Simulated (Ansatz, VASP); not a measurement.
**MgS: VASP beside Ansatz**

INCAR

```
SYSTEM = MgS
ALGO = Normal
EDIFF = 1E-6
ENCUT = 600
GGA = PS
GGA_COMPAT = .False.
ISIF = 2
ISMEAR = 0
LASPH = .True.
LCHARG = .False.
LREAL = .False.
LWAVE = .False.
NBANDS = 11
NELM = 120
PREC = Accurate
SIGMA = 0.05
```

File KPOINTS:

```
k-points
0
Gamma
  8 8 8
  0 0 0
```

POSCAR

```
MgS
1.0
    0.0000000000      2.7317325000      2.7317325000
    2.7317325000      0.0000000000      2.7317325000
    2.7317325000      2.7317325000      0.0000000000
Mg S
1 1
Direct
    0.0000000000      0.0000000000      0.0000000000
    0.5000000000      0.5000000000      0.5000000000
```

Input for Ansatz:

```yaml
crystal:
  lattice:
    - [0.0, 2.7317325, 2.7317325]
    - [2.7317325, 0.0, 2.7317325]
    - [2.7317325, 2.7317325, 0.0]
  atoms:
    - { symbol: Mg, position: [0.0, 0.0, 0.0] }
    - { symbol: S, position: [0.5, 0.5, 0.5] }
basis:
  ecutwfc: 420
kpoints:
  mp_grid: { grid: [8, 8, 8] }
hamiltonian:
  xc: pbesol
scf:
  occupations: { method: gaussian, width: 0.05 }
output:
  forces: true
  stress: true
  eigenvalues: true
```

Change from the starting cell: strain +0.050 along x and y, +0.050 along z, atoms carried along.

Alike in both runs: task single point; functional PBEsol; k mesh 8 × 8 × 8; occupations gaussian, width 0.05 eV; no spin polarisation.

```csv
,VASP,Ansatz
version,VASP 6.6.1,Ansatz 0.2.0
potentials or method,"VASP PAW PBE potentials, release 64 (Mg, S), cutoff 600 eV","scalar-relativistic, plane waves, PAW"
valence electrons in the cell,8,16
```

```tsv
	VASP	Ansatz	Ansatz less VASP
gap on the k mesh at the Fermi level (eV)	2.39	2.40	+0.008
least direct gap on the mesh (eV)	2.56	2.56	+0.006
pressure (GPa)	-9.1	-9.0	+0.18
```

VASP's potentials were made for PBE, not for PBEsol. The functional is the same, so the differences come from potentials, cutoffs and numerics. VASP's potentials hold 8 valence electrons a cell and Ansatz's 16, so a difference there can come from the potentials and not from the codes.
